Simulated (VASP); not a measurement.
Wanted: the native input for a VASP 6.6.1 run.

```yaml
Task: single point
Functional: LDA
Potentials_or_basis: VASP PAW LDA potentials, release 64 (Nb_sv)
Cutoff: 500 eV
k_mesh: 11 × 11 × 11
Occupations: methfessel-paxton, width 0.01 eV
Spin: no spin polarisation
Hubbard_terms: Nb d U = 4.0 eV
Dipole_correction: no
Further_INCAR_settings: ALGO = Normal; EDIFF = 1e-06; NBANDS = 12
```

The structure of Nb lies in POSCAR:

```
Nb
1.0
   -1.6414614324      1.6414614324      1.6414614324
    1.6414614324     -1.6414614324      1.6414614324
    1.6414614324      1.6414614324     -1.6414614324
Nb
1
Direct
    0.0000000000      0.0000000000      0.0000000000
```

This cell differs from its parent crystal: volume scaled by 0.96.

One way to write it, as run:

INCAR

```
SYSTEM = Nb
PREC = Accurate ; ENCUT = 500
EDIFF = 1E-6 ; ISMEAR = 1
SIGMA = 0.01 ; LREAL = .False.
LASPH = .True. ; NELM = 200
ALGO = Normal ; ISIF = 2
LWAVE = .False. ; LCHARG = .False.
LMAXMIX = 4 ; LDAU = .True.
LDAUTYPE = 2 ; LDAUL = 2
LDAUU = 4 ; LDAUJ = 0
LDAUPRINT = 1 ; GGA = CA
NBANDS = 12 ; GGA_COMPAT = .False.
```

KPOINTS

```
Automatic mesh
0
Gamma
  11 11 11
  0 0 0
```

Potentials or basis: VASP PAW LDA potentials, release 64 (Nb_sv).

The run is started by

```console
$ cat potpaw_LDA.64/Nb_sv/POTCAR > POTCAR
$ mpirun -np 1 vasp_std > vasp.out
```

Results of the run:

| Property | Result |
| --- | --- |
| Pressure | 6.5 GPa |

Caveat: U without spin polarisation on a metal has little footing; the U is typed as a test and isn't derived for this compound.

Run time: 4.2 s on 1 thread of Intel(R) Xeon(R) 6975P-C (Granite Rapids), with other jobs on the host, peak memory 0.13 GiB.
